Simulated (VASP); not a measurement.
Wanted: the native input for a VASP 6.6.1 run.

- Task: single point
- Functional: PBEsol
- Potentials or basis: VASP PAW PBE potentials, release 64 (Sn_d, O)
- Cutoff: 520 eV
- k mesh: 10 × 10 × 10
- Occupations: gaussian, width 0.02 eV
- Spin: no spin polarisation
- Dipole correction: no
- Further INCAR settings: ALGO = Normal; EDIFF = 1e-07; NBANDS = 35

The structure of SnO2 lies in POSCAR:

```
SnO2
1.0
   -1.9763484279      1.9763484279      4.9610893417
    1.9763484279     -1.9763484279      4.9610893417
    1.9763484279      1.9763484279     -4.9610893417
Sn O
2 4
Direct
    0.7500000000      0.2500000000      0.5000000000
    0.0000000000      0.0000000000      0.0000000000
    0.7930464301      0.7930464301      0.0000000000
    0.9569535699      0.4569535699      0.5000000000
    0.2069535699      0.2069535699      0.0000000000
    0.5430464301      0.0430464301      0.5000000000
```

This cell differs from its parent crystal: volume scaled by 0.94, then relaxed in part.

These files were run (other wordings do the same):

INCAR

```
PREC     = Accurate       # precision mode
ENCUT    = 520            # plane-wave cutoff, eV
EDIFF    = 1E-7           # SCF threshold, eV
ISMEAR   = 0              # smearing method
SIGMA    = 0.02           # smearing width, eV
LREAL    = False          # projectors in reciprocal space
LASPH    = True           # aspherical terms in the spheres
NELM     = 80             # most SCF steps
ALGO     = Normal         # electronic algorithm
ISIF     = 2              # what is computed and relaxed
LWAVE    = False          # write WAVECAR
LCHARG   = True           # write CHGCAR
GGA      = PS             # functional
LELF     = True           # ELF
LVHAR    = True         
NBANDS   = 35             # bands
```

KPOINTS

```
regular mesh
0
Gamma
  10 10 10
```

Potentials or basis: VASP PAW PBE potentials, release 64 (Sn_d, O).

Command:

```bash
$ cat potpaw_PBE.64/Sn_d/POTCAR potpaw_PBE.64/O/POTCAR > POTCAR
$ mpirun -np 1 vasp_std > vasp.out
```

It gave:

```
Pressure               : 11.2 GPa
Largest force          : 0.034 eV/Å
Band gap on the k mesh : 2.06 eV, indirect (least direct gap 2.58 eV)
```

Caveat: the PAW data sets were made with another functional, which shifts forces and pressure a little; spin-orbit coupling is left out, which moves the levels of the heavy elements.

Run time: 6.2 min on 1 thread of Intel(R) Xeon(R) Platinum 8259CL CPU @ 2.50GHz (Skylake/Cascade Lake) (shared host), peak memory 0.39 GiB.
